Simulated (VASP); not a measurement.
Runs of VASP 6.6.1 on Zr4F. The structure is that of space group I-43m (No. 217), or close to it. The cells are those of the table. 

```tsv
task	spin	cell	k mesh	cutoff (eV)	gap on the mesh (eV)	pressure (GPa)	largest force (eV/Å)
single point	collinear, ferromagnetic start	a = 5.205 Å, angles 109.5°, 5 atoms	4 × 4 × 4	520	none	0.4	0.01
single point	off	a = 5.205 Å, angles 109.5°, 5 atoms	4 × 4 × 4	520	none	0.4	0.01
relaxation of cell and atoms	off	relaxed from a = 5.058 Å, angles 109.5°, 5 atoms	4 × 4 × 4	600	none	0.1	0.01
single point	off	a = 5.058 Å, angles 109.5°, 5 atoms	4 × 4 × 4	520	none	(a)	11.76
single point	off	a = 5.237 Å, angles 109.5°, 5 atoms	10 × 10 × 10	520	none	0.1	0.01
```

Alike in all rows: level PBE; potentials or basis VASP PAW PBE potentials, release 64 (Zr_sv, F); smearing gaussian 0.1 eV.

Q: Fill in the values left out.

A: (a) 50.2.

Caveats: some runs use coarse meshes; an odd number of electrons without spin polarisation forces a metal (some runs); a magnetic or distorted state may lie lower (some runs).

A k mesh can miss the band edges, and the runs leave out spin-orbit coupling on Zr.

A gap of «none» marks levels without a gap at the run's occupations.
